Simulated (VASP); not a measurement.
# ZrS2 (P-3m1) in VASP: a series of runs

ZrS2 is run at these levels: LDA; tasks: single point.

Everything below comes from runs of VASP 6.6.1. Logs are shortened: lines on timing, memory, paths and dates and some standing lists are left out, and cuts for length are marked.

## (1) The cell of the first run

The structure is trigonal, space group P-3m1 (No. 164). The conventional cell has a = 3.590 Å, b = 3.590 Å, c = 5.875 Å, α = 90.00°, β = 90.00°, γ = 120.00°. Within 3.3 Å of Zr (site symmetry -3m) lie 6 S at 2.50 Å. S (site symmetry 3m) has 3 Zr at 2.50 Å within 3.3 Å.

## (2) Single point, LDA

Input file INCAR:

```
SYSTEM = ZrS2
PREC = Accurate ; ENCUT = 500
EDIFF = 1E-6 ; ISMEAR = 0
SIGMA = 0.01 ; LREAL = .False.
LASPH = .True. ; NELM = 120
ALGO = Normal ; ISIF = 2
LWAVE = .False. ; LCHARG = .False.
NBANDS = 19 ; GGA_COMPAT = .False.
```

Input file KPOINTS:

```
regular mesh
0
Gamma
  6 6 4
  0 0 0
```

Input file POSCAR:

```
ZrS2
1.0
    3.5901978591      0.0000000000      0.0000000000
   -1.7950984433      3.1092021099      0.0000000000
    0.0000000000      0.0000000000      5.8754839885
Zr S
1 2
Direct
    0.0000000000      0.0000000000      0.0000000000
    0.6666666667      0.3333333333      0.7620900000
    0.3333333333      0.6666666667      0.2379100000
```

Potentials or basis: VASP PAW LDA potentials, release 64 (Zr_sv, S).

The run is started by

```bash
> cat potpaw_LDA.64/Zr_sv/POTCAR potpaw_LDA.64/S/POTCAR > POTCAR
> mpirun -np 1 vasp_std > vasp.out
```

OUTCAR:

```text
SYSTEM = ZrS2
   PREC = Accurate
   ENCUT = 500
   EDIFF = 1E-6
   ISMEAR = 0
   LREAL = .False.
   LASPH = .True.
   NELM = 120
   ISIF = 2

 ion  position               nearest neighbor table
   1  0.000  0.000  0.000-   3 2.50   2 2.50   3 2.50   2 2.50   2 2.50   3 2.50
   2  0.667  0.333  0.762-   1 2.50   1 2.50   1 2.50
   3  0.333  0.667  0.238-   1 2.50   1 2.50   1 2.50

  LATTYP: Found a hexagonal cell.
 ALAT       =     3.5901978591
 C/A-ratio  =     1.6365348705

  Lattice vectors:

 A1 = (   3.5901978591,   0.0000000000,   0.0000000000)
 A2 = (  -1.7950984433,   3.1092021099,   0.0000000000)
 A3 = (   0.0000000000,   0.0000000000,   5.8754839885)

Analysis of symmetry for initial positions (statically):
=====================================================================
 Subroutine PRICEL returns:
 Original cell was already a primitive cell.

 Routine SETGRP: Setting up the symmetry group for a
 hexagonal supercell.

 Subroutine GETGRP returns: Found 12 space group operations
 (whereof 12 operations were pure point group operations)
 out of a pool of 24 trial point group operations.

The static configuration has the point symmetry D_3d.

Analysis of symmetry for dynamics (positions and initial velocities):
=====================================================================
 Subroutine PRICEL returns:
 Original cell was already a primitive cell.

 Routine SETGRP: Setting up the symmetry group for a
 hexagonal supercell.

 Subroutine GETGRP returns: Found 12 space group operations
 (whereof 12 operations were pure point group operations)
 out of a pool of 24 trial point group operations.

The dynamic configuration has the point symmetry D_3d.

 Subroutine INISYM returns: Found 12 space group operations
 (whereof 12 operations are pure point group operations),
 and found     1 'primitive' translations

----------------------------------------------------------------------------------------

                                     Primitive cell

  volume of cell :      65.5860

  direct lattice vectors                    reciprocal lattice vectors
     3.590197859  0.000000000  0.000000000     0.278536181  0.160812918  0.000000000
    -1.795098443  3.109202110  0.000000000     0.000000000  0.321625924  0.000000000
     0.000000000  0.000000000  5.875483989     0.000000000  0.000000000  0.170198745

  length of vectors
     3.590197859  3.590197234  5.875483989     0.321625868  0.321625924  0.170198745

  position of ions in fractional coordinates (direct lattice)
     0.000000000  0.000000000  0.000000000
     0.666666667  0.333333333  0.762090000
     0.333333333  0.666666667  0.237910000

  ion indices of the primitive-cell ions
   primitive index   ion index
                 1           1
                 2           2
                 3           3

----------------------------------------------------------------------------------------

 KPOINTS: regular mesh

Automatic generation of k-mesh.
 Grid dimensions read from file:
 generate k-points for:    6    6    4

 Generating k-lattice:

  Cartesian coordinates                     Fractional coordinates (reciprocal lattice)
     0.046422697  0.026802153  0.000000000     0.166666667  0.000000000  0.000000000
     0.000000000  0.053604321  0.000000000     0.000000000  0.166666667  0.000000000
     0.000000000  0.000000000  0.042549686     0.000000000  0.000000000  0.250000000

  Length of vectors
     0.053604311  0.053604321  0.042549686

  Shift w.r.t. Gamma in fractional coordinates (k-lattice)
     0.000000000  0.000000000  0.000000000

 Subroutine IBZKPT returns following result:
 ===========================================

 Found     24 irreducible k-points:

 Following reciprocal coordinates:
            Coordinates               Weight
  0.000000  0.000000  0.000000      1.000000
  0.166667  0.000000  0.000000      6.000000
  0.333333  0.000000  0.000000      6.000000
  0.500000  0.000000  0.000000      3.000000
  0.166667  0.166667  0.000000      6.000000
  0.333333  0.166667  0.000000     12.000000
[... 16 lines left out ...]
  0.333333  0.166667  0.500000     12.000000
  0.333333  0.333333  0.500000      2.000000
   k-points           NKPTS =     24   k-points in BZ     NKDIM =     24   number of bands    NBANDS=     19
   number of dos      NEDOS =    301   number of ions     NIONS =      3
   total plane-waves  NPLWV =  37632
   dimension x,y,z NGX =    28 NGY =   28 NGZ =   48
   dimension x,y,z NGXF=    56 NGYF=   56 NGZF=   96
   ions per type =               1   2
   NGX,Y,Z   is equivalent  to a cutoff of  12.97, 12.97, 13.58 a.u.
   NGXF,Y,Z  is equivalent  to a cutoff of  25.93, 25.93, 27.16 a.u.
 SYSTEM =  ZrS2
   PREC   = accura    normal or accurate (medium, high low for compatibility)
   ISTART =      0    job   : 0-new  1-cont  2-samecut
   ICHARG =      2    charge: 1-file 2-atom 10-const
   ISPIN  =      1    spin polarized calculation?
   LNONCOLLINEAR =      F non collinear calculations
   LSORBIT =      F    spin-orbit coupling
   LASPH  =      T    aspherical Exc in radial PAW
   ENCUT  =  500.0 eV  36.75 Ry    6.06 a.u.   6.55  6.55 10.71*2*pi/ulx,y,z
   NELM   =    120;   NELMIN=  2; NELMDL= -5     # of ELM steps
   EDIFF  = 0.1E-05   stopping-criterion for ELM
   LREAL  =      F    real-space projection
   EDIFFG = 0.1E-04   stopping-criterion for IOM
   NSW    =      0    number of steps for IOM
   IBRION =     -1    ionic relax: 0-MD 1-quasi-New 2-CG
   NFREE  =      0    steps in history (QN), initial steepest desc. (CG)
   ISIF   =      2    stress and relaxation
   ISYM   =      2    0-nonsym 1-usesym 2-fastsym
   POTIM  = 0.5000    time-step for ionic-motion
   TEBEG  =    0.0;   TEEND  =   0.0 temperature during run
   PSTRESS=    0.0 pullay stress
   NELECT =      24.0000    total number of electrons
   NUPDOWN=      -1.0000    fix difference up-down
   EMIN   =  10.00;   EMAX   =-10.00  energy-range for DOS
   EFERMI =   0.00;   METHOD = LEGACY
   ISMEAR =     0;   SIGMA  =   0.01  broadening in eV -4-tet -1-fermi 0-gaus
   EFERMI_NEDOS =   21; number of points for ismear=-14 and -15
   IALGO  =     38    algorithm
   IMIX   =      4    mixing-type and parameters
     AMIX     =   0.40;   BMIX     =  1.00
     AMIX_MAG =   1.60;   BMIX_MAG =  1.00
  volume/ion in A,a.u.               =      21.86       147.53
  Fermi-wavevector in a.u.,A,eV,Ry     =   1.170959  2.212791 18.655551  1.371144
  Thomas-Fermi vector in A             =   2.307410
   LORBIT       =      0    0 simple, 1 ext, 2 COOP (PROOUT), +10 PAW based schemes
   GGA     = CA    functional components
   LHFCALC =     F    Hartree Fock is set to
   AEXX    =    0.0000 exact exchange contribution
   IVDW    =     0    specifies the selected vdW correction
   LEPSILON=     F    determine dielectric tensor
   LRPA    =     F    only Hartree local field effects (RPA)
 non-spin polarized calculation
 Gauss-broadening in eV      SIGMA  =   0.01
  energy-cutoff  :      500.00
  volume of cell :       65.59
 maximum number of plane-waves:      1713
 NGX is ok and might be reduce to    28
   NGX = 13   NGY = 13   NGZ = 21

 number of electron      24.0000001 magnetization

 Free energy of the ion-electron system (eV)
  ---------------------------------------------------
  ext. energy  EPLUGINS =         0.00000000
  ---------------------------------------------------
  free energy    TOTEN  =       -23.32823804 eV

  energy without entropy =      -23.32823804  energy(sigma->0) =      -23.32823804

 E-fermi :   4.8362     XC(G=0): -10.0527

 val. band max:        4.7769827296   @ k =   0.1667   0.0000   0.0000
 cond. band min:       5.6501576624   @ k =   0.5000   0.0000   0.5000
 fundamental gap:      0.8731749328
 Fermi energy:         4.8361776283

 k-point     1 :       0.0000    0.0000    0.0000
  band No.  band energies     occupation
      1     -43.6157      2.00000
      2     -21.9120      2.00000
      3     -21.7160      2.00000
      4     -21.7160      2.00000
      5      -8.0924      2.00000
      6      -6.3947      2.00000
[... 11 lines left out ...]
     18      10.6461      0.00000
     19      10.8260      0.00000

 k-point     2 :       0.1667    0.0000    0.0000
  band No.  band energies     occupation
      1     -43.6087      2.00000
      2     -21.8918      2.00000
      3     -21.8086      2.00000
      4     -21.7355      2.00000
      5      -7.7706      2.00000
      6      -6.4928      2.00000
[... 11 lines left out ...]
     18      11.8778      0.00000
     19      12.4418      0.00000

 k-point     3 :       0.3333    0.0000    0.0000
  band No.  band energies     occupation
      1     -43.5948      2.00000
      2     -21.9894      2.00000
      3     -21.8494      2.00000
      4     -21.7741      2.00000
      5      -7.1315      2.00000
      6      -6.6010      2.00000
[... 11 lines left out ...]
     18      12.4051      0.00000
     19      13.1365      0.00000

 k-point     4 :       0.5000    0.0000    0.0000
  band No.  band energies     occupation
      1     -43.5878      2.00000
      2     -22.0763      2.00000
      3     -21.8287      2.00000
      4     -21.7933      2.00000
      5      -7.0040      2.00000
      6      -6.3934      2.00000
[... 407 lines left out ...]
     18      13.4611      0.00000
     19      13.6269      0.00000

 k-point    23 :       0.3333    0.1667    0.5000
  band No.  band energies     occupation
      1     -43.5878      2.00000
      2     -22.0292      2.00000
      3     -21.8441      2.00000
      4     -21.8278      2.00000
      5      -6.9154      2.00000
      6      -6.4825      2.00000
[... 11 lines left out ...]
     18      12.0998      0.00000
     19      12.8960      0.00000

 k-point    24 :       0.3333    0.3333    0.5000
  band No.  band energies     occupation
      1     -43.5843      2.00000
      2     -21.9633      2.00000
      3     -21.9633      2.00000
      4     -21.8197      2.00000
      5      -6.6221      2.00000
      6      -6.6221      2.00000
[... 11 lines left out ...]
     18      12.8076      0.00000
     19      13.6924      0.00000

------------------------ aborting loop because EDIFF is reached ----------------------------------------

  FORCE on cell =-STRESS in cart. coord.  units (eV):
  Direction    XX          YY          ZZ          XY          YZ          ZX
  --------------------------------------------------------------------------------------
  -------------------------------------------------------------------------------------
  Total        1.4718096      1.4718092      1.4818140      0.0000002      0.0000000      0.0000000
  in kB       35.9543317     35.9543215     36.1987267      0.0000056      0.0000000      0.0000000
  external PRESSURE =      36.0357933 kB  Pullay stress =       0.0000000 kB

 VOLUME and BASIS-vectors are now :
 -----------------------------------------------------------------------------
  energy-cutoff  :      500.00
  volume of cell :       65.59
      direct lattice vectors                 reciprocal lattice vectors
     3.590197859  0.000000000  0.000000000     0.278536181  0.160812918  0.000000000
    -1.795098443  3.109202110  0.000000000     0.000000000  0.321625924  0.000000000
     0.000000000  0.000000000  5.875483989     0.000000000  0.000000000  0.170198745

 POSITION                                       TOTAL-FORCE (eV/Angst)
 -----------------------------------------------------------------------------------
      0.00000      0.00000      0.00000         0.000000      0.000000     -0.000000
      1.79510      1.03640      4.47765        -0.000000      0.000000     -0.743222
      0.00000      2.07280      1.39784         0.000000     -0.000000      0.743222
 -----------------------------------------------------------------------------------
    total drift:                                0.000000      0.000000     -0.000000

  FREE ENERGIE OF THE ION-ELECTRON SYSTEM (eV)
  ---------------------------------------------------
  free  energy   TOTEN  =       -23.3282380439 eV

  energy  without entropy=      -23.3282380439  energy(sigma->0) =      -23.32823804
```

It took 39 s on 1 thread of AMD EPYC 7R43 (Zen 3), shared host; peak memory 0.13 GiB.

What came out:

| Quantity | Value |
| --- | --- |
| Free energy | -23.3282 eV |
| Pressure | 3.6 GPa |
| Largest force | 0.743 eV/Å |
| Band gap on the k mesh | 0.87 eV (least direct gap 1.54 eV) |

Forces on the atoms (eV/Å):
```
Zr   0.000  0.000  0.000
S    0.000  0.000 -0.743
S    0.000  0.000  0.743
```

Caveat: the cell stands under pressure.

## (3) Single point, LDA

This run uses another cell than the first one, of 22.81 Å³/atom.

Input file INCAR:

```
ALGO = Normal
EDIFF = 1E-6
ENCUT = 500
GGA_COMPAT = F
ISIF = 2
ISMEAR = 0
LASPH = T
LCHARG = T
LELF = T
LREAL = F
LVHAR = T
LWAVE = F
NBANDS = 19
NELM = 120
PREC = Accurate
SIGMA = 0.01
```

Input file KPOINTS:

```
k-points
0
Gamma
  6 6 4
```

Input file POSCAR:

```
ZrS2
1.0
    3.6414933302      0.0000000000      0.0000000000
   -1.8207461719      3.1536252847      0.0000000000
    0.0000000000      0.0000000000      5.9594308157
Zr S
1 2
Direct
    0.0000000000      0.0000000000      0.0000000000
    0.6666666667      0.3333333333      0.7620900000
    0.3333333333      0.6666666667      0.2379100000
```

Potentials or basis: VASP PAW LDA potentials, release 64 (Zr_sv, S).

The run is started by

```bash
> cat potpaw_LDA.64/Zr_sv/POTCAR potpaw_LDA.64/S/POTCAR > POTCAR
> mpirun -np 1 vasp_std > vasp.out
```

OUTCAR:

```text
EDIFF = 1E-6
   ENCUT = 500
   ISIF = 2
   ISMEAR = 0
   LASPH = T
   LREAL = F
   NELM = 120
   PREC = Accurate

 ion  position               nearest neighbor table
   1  0.000  0.000  0.000-   3 2.54   2 2.54   3 2.54   2 2.54   2 2.54   3 2.54
   2  0.667  0.333  0.762-   1 2.54   1 2.54   1 2.54
   3  0.333  0.667  0.238-   1 2.54   1 2.54   1 2.54

  LATTYP: Found a hexagonal cell.
[... 720 lines left out ...]
------------------------ aborting loop because EDIFF is reached ----------------------------------------

  FORCE on cell =-STRESS in cart. coord.  units (eV):
  Direction    XX          YY          ZZ          XY          YZ          ZX
  --------------------------------------------------------------------------------------
  -------------------------------------------------------------------------------------
  Total       -0.4903331     -0.4903330     -0.1090747     -0.0000001      0.0000000      0.0000000
  in kB      -11.4790892    -11.4790859     -2.5535268     -0.0000018      0.0000000      0.0000000
  external PRESSURE =      -8.5039006 kB  Pullay stress =       0.0000000 kB

 VOLUME and BASIS-vectors are now :
 -----------------------------------------------------------------------------
  energy-cutoff  :      500.00
  volume of cell :       68.44
      direct lattice vectors                 reciprocal lattice vectors
     3.641493330  0.000000000  0.000000000     0.274612613  0.158547646  0.000000000
    -1.820746172  3.153625285  0.000000000     0.000000000  0.317095377  0.000000000
     0.000000000  0.000000000  5.959430816     0.000000000  0.000000000  0.167801260

 POSITION                                       TOTAL-FORCE (eV/Angst)
 -----------------------------------------------------------------------------------
      0.00000      0.00000      0.00000         0.000000      0.000000      0.000000
      1.82075      1.05121      4.54162        -0.000000      0.000000     -0.188869
      0.00000      2.10242      1.41781         0.000000      0.000000      0.188869
 -----------------------------------------------------------------------------------
    total drift:                                0.000000      0.000000     -0.000000

  FREE ENERGIE OF THE ION-ELECTRON SYSTEM (eV)
  ---------------------------------------------------
  free  energy   TOTEN  =       -23.3524865310 eV

  energy  without entropy=      -23.3524865310  energy(sigma->0) =      -23.35248653
```

stdout:

```text
POSCAR found type information on POSCAR ZrS
 POSCAR found :  2 types and       3 ions
 scaLAPACK will be used
 LDA part: xc-table for (Slater(with rela. corr.)+CA(PZ))
 , standard interpolation
 POSCAR, INCAR and KPOINTS ok, starting setup
 FFT: planning ... GRIDC
 FFT: planning ... GRID_SOFT
 FFT: planning ... GRID
 WAVECAR not read
 entering main loop
```

Wall time 42 s (1 thread of AMD EPYC 7R43 (Zen 3), shared host); peak memory 0.14 GiB.

What came out:

- Free energy: -23.3525 eV
- Pressure: -0.9 GPa
- Largest force: 0.189 eV/Å
- Band gap on the k mesh: 0.92 eV (least direct gap 1.55 eV)

Forces on the atoms (eV/Å):
```
Zr   0.000  0.000  0.000
S    0.000  0.000 -0.189
S    0.000  0.000  0.189
```

Stress tensor (GPa, compression positive):
```
-1.15  0.00  0.00
 0.00 -1.15  0.00
 0.00  0.00 -0.26
```

Levels at points of the mesh, in eV from the valence-band top:
```csv
k point,band 9,band 10,band 11,band 12,band 13,band 14,band 15,band 16
"(0.00, 0.00, 0.00)",-2.88,-0.02,-0.02,-0.02,1.53,1.53,2.40,5.19
"(0.50, 0.00, 0.00)",-2.53,-2.48,-1.73,-1.15,1.13,3.32,3.61,5.96
"(0.00, 0.00, 0.50)",-2.85,-1.73,-0.13,-0.13,1.50,1.50,2.80,5.53
"(0.50, 0.00, 0.50)",-2.65,-2.30,-0.93,-0.76,0.92,3.31,3.61,5.50
```

A k mesh can miss the band edges.
